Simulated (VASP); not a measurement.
## Y: single point with PBE

Crystal: Y.

```xyz
3
Lattice="5.0743 0.0000 0.0000 -2.5372 4.3945 0.0000 0.0000 0.0000 3.0599" Properties=species:S:1:pos:R:3 pbc="T T T"
Y     0.0000    0.0000    0.0000
Y     0.0000    2.9297    1.5299
Y     2.5372    1.4648    1.5299
```

This isn't the form of Y at room conditions, which is hcp.

```
Program                : VASP 6.6.1
Task                   : single point
Functional             : PBE
Potentials or basis    : VASP PAW PBE potentials, release 64 (Y_sv)
Cutoff                 : 520 eV
k mesh                 : 6 × 6 × 9
Occupations            : fermi-dirac, width 0.08 eV
Spin                   : no spin polarisation
Dipole correction      : no
Further INCAR settings : ALGO = Normal; EDIFF = 1e-06; NBANDS = 24
```

| Property | Result |
| --- | --- |
| Pressure | 23.6 GPa |
| Band gap on the k mesh | zero (an odd number of electrons rules out a gap without spin polarisation) |

Stress tensor (GPa, compression positive):
```
23.59  0.00  0.00
 0.00 23.59  0.00
 0.00  0.00 23.67
```

Levels at points of the mesh, in eV from the Fermi level:
```
           k point  band 15  band 16  band 17  band 18  band 19  band 20
(0.00, 0.00, 0.00)     0.43     0.43     0.45     0.45     0.53     1.81
(0.50, 0.00, 0.00)    -2.36     0.13     0.16     0.34     0.82     1.64
```

Wall time 52 s on 1 thread of Intel(R) Xeon(R) Platinum 8488C (Sapphire Rapids) (shared host), peak memory 0.21 GiB.

Caveat: the cell stands under pressure.
